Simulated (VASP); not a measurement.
# InP (CsCl type) (Pm-3m) in VASP: notebook

Runs on InP (CsCl type). Level: PBE. Tasks: single point, relaxation of cell and atoms.

Program: VASP 6.6.1. These are calculated values, not measurements. Logs are shortened: lines on timing, memory, paths and dates and some standing lists are left out, and cuts for length are marked.

## (1) The cell of the first run

It takes space group Pm-3m (No. 221, cubic). The conventional cell has a = 3.449 Å, b = 3.449 Å, c = 3.449 Å, α = 90.00°, β = 90.00°, γ = 90.00°. Within 3.9 Å of In (site symmetry m-3m) lie 8 P at 2.99 Å and 6 In at 3.45 Å. P (site symmetry m-3m) has 8 In at 2.99 Å and 6 P at 3.45 Å within 3.9 Å.

## (2) Single point, PBE

The input, INCAR:

```
SYSTEM = InP
PREC = Accurate ; ENCUT = 520
EDIFF = 1E-7 ; ISMEAR = -1
SIGMA = 0.1 ; LREAL = .FALSE.
LASPH = .TRUE. ; NELM = 100
ALGO = Normal ; ISIF = 2
LWAVE = .FALSE. ; LCHARG = .FALSE.
GGA = PE ; NBANDS = 16
```

The input, KPOINTS:

```
Automatic mesh
0
G
  13 13 13
  0 0 0
```

The input, POSCAR:

```
InP
1.0
    3.4493433441      0.0000000000      0.0000000000
    0.0000000000      3.4493433441      0.0000000000
    0.0000000000      0.0000000000      3.4493433441
In P
1 1
Direct
    0.0000000000      0.0000000000      0.0000000000
    0.5000000000      0.5000000000      0.5000000000
```

Potentials or basis: VASP PAW PBE potentials, release 64 (In_d, P).

On the command line:

```bash
> cat potpaw_PBE.64/In_d/POTCAR potpaw_PBE.64/P/POTCAR > POTCAR
> mpirun -np 1 vasp_std > vasp.out
```

OUTCAR:

```text
SYSTEM = InP
   PREC = Accurate
   ENCUT = 520
   EDIFF = 1E-7
   ISMEAR = -1
   LREAL = .FALSE.
   LASPH = .TRUE.
   NELM = 100
   ISIF = 2
   GGA = PE

 ion  position               nearest neighbor table
   1  0.000  0.000  0.000-   2 2.99   2 2.99   2 2.99   2 2.99   2 2.99   2 2.99   2 2.99   2 2.99

   2  0.500  0.500  0.500-   1 2.99   1 2.99   1 2.99   1 2.99   1 2.99   1 2.99   1 2.99   1 2.99

  LATTYP: Found a simple cubic cell.
 ALAT       =     3.4493433441

  Lattice vectors:

 A1 = (   3.4493433441,   0.0000000000,   0.0000000000)
 A2 = (   0.0000000000,   3.4493433441,   0.0000000000)
 A3 = (   0.0000000000,   0.0000000000,   3.4493433441)

Analysis of symmetry for initial positions (statically):
=====================================================================
 Subroutine PRICEL returns:
 Original cell was already a primitive cell.

 Routine SETGRP: Setting up the symmetry group for a
 simple cubic supercell.

 Subroutine GETGRP returns: Found 48 space group operations
 (whereof 48 operations were pure point group operations)
 out of a pool of 48 trial point group operations.

The static configuration has the point symmetry O_h .

Analysis of symmetry for dynamics (positions and initial velocities):
=====================================================================
 Subroutine PRICEL returns:
 Original cell was already a primitive cell.

 Routine SETGRP: Setting up the symmetry group for a
 simple cubic supercell.

 Subroutine GETGRP returns: Found 48 space group operations
 (whereof 48 operations were pure point group operations)
 out of a pool of 48 trial point group operations.

The dynamic configuration has the point symmetry O_h .

 Subroutine INISYM returns: Found 48 space group operations
 (whereof 48 operations are pure point group operations),
 and found     1 'primitive' translations

----------------------------------------------------------------------------------------

                                     Primitive cell

  volume of cell :      41.0402

  direct lattice vectors                    reciprocal lattice vectors
     3.449343344  0.000000000  0.000000000     0.289910253  0.000000000  0.000000000
     0.000000000  3.449343344  0.000000000     0.000000000  0.289910253  0.000000000
     0.000000000  0.000000000  3.449343344     0.000000000  0.000000000  0.289910253

  length of vectors
     3.449343344  3.449343344  3.449343344     0.289910253  0.289910253  0.289910253

  position of ions in fractional coordinates (direct lattice)
     0.000000000  0.000000000  0.000000000
     0.500000000  0.500000000  0.500000000

  ion indices of the primitive-cell ions
   primitive index   ion index
                 1           1
                 2           2

----------------------------------------------------------------------------------------

 KPOINTS: Automatic mesh

Automatic generation of k-mesh.
 Grid dimensions read from file:
 generate k-points for:   13   13   13

 Generating k-lattice:

  Cartesian coordinates                     Fractional coordinates (reciprocal lattice)
     0.022300789  0.000000000  0.000000000     0.076923077  0.000000000  0.000000000
     0.000000000  0.022300789  0.000000000     0.000000000  0.076923077  0.000000000
     0.000000000  0.000000000  0.022300789     0.000000000  0.000000000  0.076923077

  Length of vectors
     0.022300789  0.022300789  0.022300789

  Shift w.r.t. Gamma in fractional coordinates (k-lattice)
     0.000000000  0.000000000  0.000000000

 Subroutine IBZKPT returns following result:
 ===========================================

 Found     84 irreducible k-points:

 Following reciprocal coordinates:
            Coordinates               Weight
  0.000000  0.000000  0.000000      1.000000
  0.076923  0.000000  0.000000      6.000000
  0.153846  0.000000  0.000000      6.000000
  0.230769  0.000000  0.000000      6.000000
  0.307692  0.000000  0.000000      6.000000
  0.384615  0.000000  0.000000      6.000000
[... 16 lines left out ...]
  0.307692  0.307692  0.000000     12.000000
  0.384615  0.307692  0.000000     24.000000
 [... further k-points ...]
   k-points           NKPTS =     84   k-points in BZ     NKDIM =     84   number of bands    NBANDS=     16
   number of dos      NEDOS =    301   number of ions     NIONS =      2
   total plane-waves  NPLWV =  21952
   dimension x,y,z NGX =    28 NGY =   28 NGZ =   28
   dimension x,y,z NGXF=    56 NGYF=   56 NGZF=   56
   ions per type =               1   1
   NGX,Y,Z   is equivalent  to a cutoff of  13.49, 13.49, 13.49 a.u.
   NGXF,Y,Z  is equivalent  to a cutoff of  26.99, 26.99, 26.99 a.u.
 SYSTEM =  InP
   PREC   = accura    normal or accurate (medium, high low for compatibility)
   ISTART =      0    job   : 0-new  1-cont  2-samecut
   ICHARG =      2    charge: 1-file 2-atom 10-const
   ISPIN  =      1    spin polarized calculation?
   LNONCOLLINEAR =      F non collinear calculations
   LSORBIT =      F    spin-orbit coupling
   LASPH  =      T    aspherical Exc in radial PAW
   ENCUT  =  520.0 eV  38.22 Ry    6.18 a.u.   6.41  6.41  6.41*2*pi/ulx,y,z
   NELM   =    100;   NELMIN=  2; NELMDL= -5     # of ELM steps
   EDIFF  = 0.1E-06   stopping-criterion for ELM
   LREAL  =      F    real-space projection
   EDIFFG = 0.1E-05   stopping-criterion for IOM
   NSW    =      0    number of steps for IOM
   IBRION =     -1    ionic relax: 0-MD 1-quasi-New 2-CG
   NFREE  =      0    steps in history (QN), initial steepest desc. (CG)
   ISIF   =      2    stress and relaxation
   ISYM   =      2    0-nonsym 1-usesym 2-fastsym
   POTIM  = 0.5000    time-step for ionic-motion
   TEBEG  =    0.0;   TEEND  =   0.0 temperature during run
   PSTRESS=    0.0 pullay stress
   NELECT =      18.0000    total number of electrons
   NUPDOWN=      -1.0000    fix difference up-down
   EMIN   =  10.00;   EMAX   =-10.00  energy-range for DOS
   EFERMI =   0.00;   METHOD = LEGACY
   ISMEAR =    -1;   SIGMA  =   0.10  broadening in eV -4-tet -1-fermi 0-gaus
   EFERMI_NEDOS =   21; number of points for ismear=-14 and -15
   IALGO  =     38    algorithm
   IMIX   =      4    mixing-type and parameters
     AMIX     =   0.40;   BMIX     =  1.00
     AMIX_MAG =   1.60;   BMIX_MAG =  1.00
  volume/ion in A,a.u.               =      20.52       138.48
  Fermi-wavevector in a.u.,A,eV,Ry     =   1.243834  2.350506 21.049901  1.547124
  Thomas-Fermi vector in A             =   2.378128
   LORBIT       =      0    0 simple, 1 ext, 2 COOP (PROOUT), +10 PAW based schemes
   GGA     = PE    functional components
   LHFCALC =     F    Hartree Fock is set to
   AEXX    =    0.0000 exact exchange contribution
   IVDW    =     0    specifies the selected vdW correction
   LEPSILON=     F    determine dielectric tensor
   LRPA    =     F    only Hartree local field effects (RPA)
 non-spin polarized calculation
  energy-cutoff  :      520.00
  volume of cell :       41.04
 maximum number of plane-waves:      1141
 NGX is ok and might be reduce to    28
   NGX = 13   NGY = 13   NGZ = 13

 number of electron      17.9999999 magnetization

 Free energy of the ion-electron system (eV)
  ---------------------------------------------------
  ext. energy  EPLUGINS =         0.00000000
  ---------------------------------------------------
  free energy    TOTEN  =        -7.22092829 eV

  energy without entropy =       -7.18097614  energy(sigma->0) =       -7.20095222

 E-fermi :   7.7981     XC(G=0): -10.7011

 val. band max:        7.7799257337   @ k =   0.4615   0.3846   0.1538
 cond. band min:       7.8159425537   @ k =   0.4615   0.4615   0.4615
 fundamental gap:      0.0360168200
 Fermi energy:         7.7981187446

 k-point     1 :       0.0000    0.0000    0.0000
  band No.  band energies     occupation
      1      -6.7176      2.00000
      2      -6.7176      2.00000
      3      -6.4467      2.00000
      4      -6.4467      2.00000
      5      -6.4467      2.00000
      6      -4.6309      2.00000
[... 8 lines left out ...]
     15      17.7481      0.00000
     16      20.7378      0.00000

 k-point     2 :       0.0769    0.0000    0.0000
  band No.  band energies     occupation
      1      -6.7163      2.00000
      2      -6.7054      2.00000
      3      -6.4523      2.00000
      4      -6.4523      2.00000
      5      -6.4460      2.00000
      6      -4.5660      2.00000
[... 8 lines left out ...]
     15      17.4385      0.00000
     16      20.7465      0.00000

 k-point     3 :       0.1538    0.0000    0.0000
  band No.  band energies     occupation
      1      -6.7128      2.00000
      2      -6.6720      2.00000
      3      -6.4682      2.00000
      4      -6.4682      2.00000
      5      -6.4444      2.00000
      6      -4.3732      2.00000
[... 8 lines left out ...]
     15      16.8578      0.00000
     16      20.7617      0.00000

 k-point     4 :       0.2308    0.0000    0.0000
  band No.  band energies     occupation
      1      -6.7078      2.00000
      2      -6.6255      2.00000
      3      -6.4903      2.00000
      4      -6.4903      2.00000
      5      -6.4420      2.00000
      6      -4.0611      2.00000
[... 8 lines left out ...]
     15      17.0596      0.00000
     16      19.7988      0.00000
[... 324 lines left out ...]
 k-point    22 :       0.4615    0.2308    0.0000
  band No.  band energies     occupation
      1      -6.6643      2.00000
      2      -6.6377      2.00000
      3      -6.5339      2.00000
      4      -6.4747      2.00000
      5      -6.4535      2.00000
      6      -2.2580      2.00000
[... 8 lines left out ...]
     15      18.6335      0.00000
     16      20.6610      0.00000

 k-point    23 :       0.3077    0.3077    0.0000
  band No.  band energies     occupation
      1      -6.6645      2.00000
      2      -6.6311      2.00000
      3      -6.5040      2.00000
      4      -6.4980      2.00000
      5      -6.4735      2.00000
      6      -2.6244      2.00000
[... 8 lines left out ...]
     15      17.7587      0.00000
     16      19.5050      0.00000

 k-point    24 :       0.3846    0.3077    0.0000
  band No.  band energies     occupation
      1      -6.7022      2.00000
      2      -6.6217      2.00000
      3      -6.5189      2.00000
      4      -6.4971      2.00000
      5      -6.4334      2.00000
      6      -2.1812      2.00000
[... 8 lines left out ...]
     15      17.7017      0.00000
     16      20.3302      0.00000

 [... further k-points ...]

------------------------ aborting loop because EDIFF is reached ----------------------------------------

  FORCE on cell =-STRESS in cart. coord.  units (eV):
  Direction    XX          YY          ZZ          XY          YZ          ZX
  --------------------------------------------------------------------------------------
  -------------------------------------------------------------------------------------
  Total       -0.0103477     -0.0103477     -0.0103477      0.0000000      0.0000000      0.0000000
  in kB       -0.4039657     -0.4039657     -0.4039657      0.0000000      0.0000000      0.0000000
  external PRESSURE =      -0.4039657 kB  Pullay stress =       0.0000000 kB

 VOLUME and BASIS-vectors are now :
 -----------------------------------------------------------------------------
  energy-cutoff  :      520.00
  volume of cell :       41.04
      direct lattice vectors                 reciprocal lattice vectors
     3.449343344  0.000000000  0.000000000     0.289910253  0.000000000  0.000000000
     0.000000000  3.449343344  0.000000000     0.000000000  0.289910253  0.000000000
     0.000000000  0.000000000  3.449343344     0.000000000  0.000000000  0.289910253

 POSITION                                       TOTAL-FORCE (eV/Angst)
 -----------------------------------------------------------------------------------
      0.00000      0.00000      0.00000         0.000000      0.000000      0.000000
      1.72467      1.72467      1.72467         0.000000      0.000000      0.000000
 -----------------------------------------------------------------------------------
    total drift:                               -0.000000      0.000000     -0.000000

  FREE ENERGIE OF THE ION-ELECTRON SYSTEM (eV)
  ---------------------------------------------------
  free  energy   TOTEN  =        -7.2209282929 eV

  energy  without entropy=       -7.1809761434  energy(sigma->0) =       -7.20095222
```

Wall time 18 s (1 thread of Intel Xeon 6975P-C (Granite Rapids), shared host); peak memory 0.19 GiB.

What came out:

```yaml
Free_energy: -7.2209 eV
Pressure: 0.0 GPa
Band_gap_on_the_k_mesh: zero (band 9 reaches 8.61 eV, above the bottom of band 10 at 6.30 eV)
```

Caveat: spin-orbit coupling is left out, which moves the levels of the heavy elements.

## (3) Relaxation of cell and atoms, PBE, target pressure 0.0037 GPa, at which the enthalpy is minimised

This run uses another cell than the first one, of 19.78 Å³/atom, 0.964 times its volume.

The input, INCAR:

```
SYSTEM = InP
PREC = Accurate
ENCUT = 600
EDIFF = 1E-7
ISMEAR = -1
SIGMA = 0.1
LREAL = .FALSE.
LASPH = .TRUE.
NELM = 80
ALGO = Normal
ISIF = 3
LWAVE = .FALSE.
LCHARG = .FALSE.
GGA = PE
IBRION = 2
NSW = 60
EDIFFG = -0.005
PSTRESS = 0.037000000000000005
```

The input, KPOINTS:

```
regular mesh
0
G
  13 13 13
  0 0 0
```

The input, POSCAR:

```
InP
1.0
    3.4072153508      0.0000000000      0.0000000000
    0.0000000000      3.4072153508      0.0000000000
    0.0000000000      0.0000000000      3.4072153508
In P
1 1
Direct
    0.0000000000      0.0000000000      0.0000000000
    0.5000000000      0.5000000000      0.5000000000
```

Potentials or basis: VASP PAW PBE potentials, release 64 (In_d, P).

On the command line:

```bash
> cat potpaw_PBE.64/In_d/POTCAR potpaw_PBE.64/P/POTCAR > POTCAR
> mpirun -np 1 vasp_std > vasp.out
```

Wall time 44 s (1 thread of Intel Xeon 6975P-C (Granite Rapids), shared host); peak memory 0.2 GiB.

The run converged. Its results:

- Free energy: -7.2208 eV
- Relaxed volume: 20.52 Å³/atom
- Relaxed cell: a = 3.449 Å, b = 3.449 Å, c = 3.449 Å, α = 90.00°, β = 90.00°, γ = 90.00°
- Space group after relaxing (to 0.05 Å): Pm-3m (No. 221)
- Energy change on relaxing (the enthalpy is what falls): -5.7 meV/atom
- Ionic steps: 3
- Pressure after relaxing: 0.0 GPa
- Band gap on the k mesh: zero (band 9 reaches 8.61 eV, above the bottom of band 10 at 6.30 eV)

Step by step:
| step | energy change (eV) | largest force (eV/Å) | pressure (GPa) | volume (Å³) |
| --- | --- | --- | --- | --- |
| 1 | 0.0000 | 0.0000 | 2.53 | 39.55 |
| 2 | -0.0108 | 0.0000 | -0.49 | 41.37 |
| 3 | -0.0114 | 0.0000 | 0.01 | 41.04 |

Final structure:
```xyz
2
Lattice="3.4492 0.0000 0.0000 0.0000 3.4492 0.0000 0.0000 0.0000 3.4492" Properties=species:S:1:pos:R:3 pbc="T T T"
In    0.0000    0.0000    0.0000
P     1.7246    1.7246    1.7246
```

Levels at points of the mesh, in eV from the Fermi level:
```
           k point  band 6  band 7  band 8  band 9  band 10  band 11  band 12  band 13
(0.00, 0.00, 0.00)  -12.43   -1.58   -0.85   -0.85    -0.85     4.76     4.76     9.95
```

Caveat: the cell is relaxed towards a set pressure, so the enthalpy falls and the energy may rise; spin-orbit coupling is left out, which moves the levels of the heavy elements.
